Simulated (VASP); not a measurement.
Crystal: SbSe2.

```
Sb Se
1.0
     3.86013    0.00000    0.00000
     0.00000    3.86013    0.00000
     0.00000    0.00000    5.48829
Sb Se
1 2
Direct
  0.00000 0.00000 0.00000
  0.50000 0.50000 0.25573
  0.50000 0.50000 0.74427
```

- Program: VASP 6.6.1
- Task: relaxation of cell and atoms
- Functional: PBE
- Potentials or basis: VASP PAW PBE potentials, release 64 (Sb, Se)
- Cutoff: 600 eV
- k mesh: 12 × 12 × 8
- Occupations: gaussian, width 0.1 eV
- Spin: no spin polarisation

At the start: pressure 0.4 GPa; volume 27.26 Å³/atom.

Question: Where does the relaxation end?

Answer: Over 5 steps the energy falls by 15.1 meV/atom and the volume is 27.31 Å³/atom (+0.2 %); space group P4/mmm (No. 123, to 0.1 Å) before and after.

The path:
```tsv
step	energy change (eV)	largest force (eV/Å)	pressure (GPa)	volume (Å³)
1	0.0000	0.1252	0.42	81.78
2	-0.0443	0.0224	-0.45	82.57
3	-0.0443	0.0238	-0.46	82.58
4	-0.0451	0.0128	0.18	81.67
5	-0.0453	0.0021	0.00	81.93
```

Final structure:
```cif
data_structure
_symmetry_space_group_name_H-M 'P 1'
_symmetry_Int_Tables_number 1
_cell_length_a 3.8009
_cell_length_b 3.8009
_cell_length_c 5.6710
_cell_angle_alpha 90.000
_cell_angle_beta 90.000
_cell_angle_gamma 90.000
_cell_volume 81.93
loop_
_atom_site_label
_atom_site_type_symbol
_atom_site_fract_x
_atom_site_fract_y
_atom_site_fract_z
_atom_site_occupancy
Sb1 Sb 0.00000 0.00000 0.00000 1
Se1 Se 0.50000 0.50000 0.25672 1
Se2 Se 0.50000 0.50000 0.74328 1
```

Caveat: an odd number of electrons without spin polarisation forces a metal; a magnetic or distorted state may lie lower.
